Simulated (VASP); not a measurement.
**PbSe: single point with PBE**

PbSe, a slab with vacuum:

```xyz
4
Lattice="4.4730 0.0000 0.0000 -0.0104 4.4730 0.0000 -2.2313 -2.2365 12.1587" Properties=species:S:1:pos:R:3 pbc="T T T"
Pb    2.2206    2.2279    7.5195
Pb   -0.0257    0.0386    4.6492
Se   -0.1087    0.0517    7.5772
Se    2.2101    2.2853    4.5956
```

This cell differs from its parent crystal: volume scaled by 1.04.

```yaml
Program: VASP 6.6.1
Task: single point
Functional: PBE
Potentials_or_basis: VASP PAW PBE potentials, release 64 (Pb_d, Se)
Cutoff: 520 eV
k_mesh: 6 × 6 × 3
Occupations: fermi-dirac, width 0.05 eV
Spin: no spin polarisation
```

| Item | Value |
| --- | --- |
| Largest force | 0.417 eV/Å |
| Band gap on the k mesh | 1.56 eV, direct |

Forces on the atoms (eV/Å):
```
Pb   0.015  0.005 -0.395
Pb  -0.005 -0.014  0.417
Se   0.052  0.009 -0.338
Se  -0.063 -0.001  0.317
```

Levels at points of the mesh, in eV from the valence-band top:
```
           k point  band 16  band 17  band 18  band 19  band 20  band 21  band 22  band 23  band 24  band 25
(0.00, 0.00, 0.00)    -2.04    -2.03    -1.17    -1.15    -0.34     2.13     3.93     4.62     4.70     4.86
(0.50, 0.00, 0.00)    -1.41    -0.77    -0.65    -0.04    -0.02     1.57     1.60     2.47     2.63     2.89
(0.00, 0.50, 0.00)    -1.46    -0.74    -0.69    -0.04     0.00     1.56     1.61     2.53     2.58     2.93
(0.50, 0.50, 0.00)    -3.54    -2.46    -2.45    -1.18    -1.16     3.48     3.51     5.21     5.23     5.40
```

Wall time 6 min on 1 thread of Intel(R) Xeon(R) Platinum 8175M CPU @ 2.50GHz (Skylake/Cascade Lake), with other jobs on the host, peak memory 0.54 GiB.

Caveat: spin-orbit coupling is left out, which moves the levels of the heavy elements.
